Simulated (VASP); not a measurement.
Set up this calculation in VASP 6.6.1, as the native input.

* Task: single point
* Functional: PBEsol
* Potentials or basis: VASP PAW PBE potentials, release 64 (Zn, O, H)
* Cutoff: 520 eV
* k mesh: 4 × 4 × 8
* Occupations: gaussian, width 0.05 eV
* Spin: no spin polarisation
* Dipole correction: no
* Further INCAR settings: ALGO = Normal; EDIFF = 1e-06; NBANDS = 46

The structure of Zn4HO4 (a cell with a defect) lies in POSCAR:

```
Zn4HO4
1.0
    5.5148137916      0.0000000000      0.0000000000
    0.0000000000      5.5148137916      0.0000000000
    0.0000000000      0.0000000000      3.2430062931
Zn O H
4 4 1
Direct
    0.1820657240      0.1820657240      0.5000000000
    0.8179342760      0.8179342760      0.5000000000
    0.6820657240      0.3179342760      0.0000000000
    0.3179342760      0.6820657240      0.0000000000
    0.8180023132      0.1819976868      0.5000000000
    0.1819976868      0.8180023132      0.5000000000
    0.6819976868      0.6819976868      0.0000000000
    0.3180023132      0.3180023132      0.0000000000
    1.0000405349     -0.4180023132      0.1000000000
```

These files were run (other wordings do the same):

INCAR

```
ALGO     = Normal         # electronic algorithm
EDIFF    = 1E-6           # SCF threshold, eV
ENCUT    = 520            # plane-wave cutoff, eV
GGA      = PS             # functional
ISIF     = 2              # what is computed and relaxed
ISMEAR   = 0              # smearing method
LASPH    = True           # aspherical terms in the spheres
LCHARG   = False          # write CHGCAR
LREAL    = False          # projectors in reciprocal space
LWAVE    = False          # write WAVECAR
NBANDS   = 46             # bands
NELM     = 80             # most SCF steps
PREC     = Accurate       # precision mode
SIGMA    = 0.05           # smearing width, eV
```

KPOINTS

```
k-points
0
Gamma
  4 4 8
```

Potentials or basis: VASP PAW PBE potentials, release 64 (Zn, O, H).

Command:

```bash
$ cat potpaw_PBE.64/Zn/POTCAR potpaw_PBE.64/O/POTCAR potpaw_PBE.64/H/POTCAR > POTCAR
$ mpirun -np 1 vasp_std > vasp.out
```

Results of the run:

```json
{
  "Pressure": "4.0 GPa",
  "Largest force": "0.840 eV/Å"
}
```

Caveat: the PAW data sets were made with another functional, which shifts forces and pressure a little; an odd number of electrons without spin polarisation forces a metal; a magnetic or distorted state may lie lower.

Wall time 8.1 min on 1 thread of AMD EPYC 7R13, with other jobs on the host, peak memory 0.33 GiB.
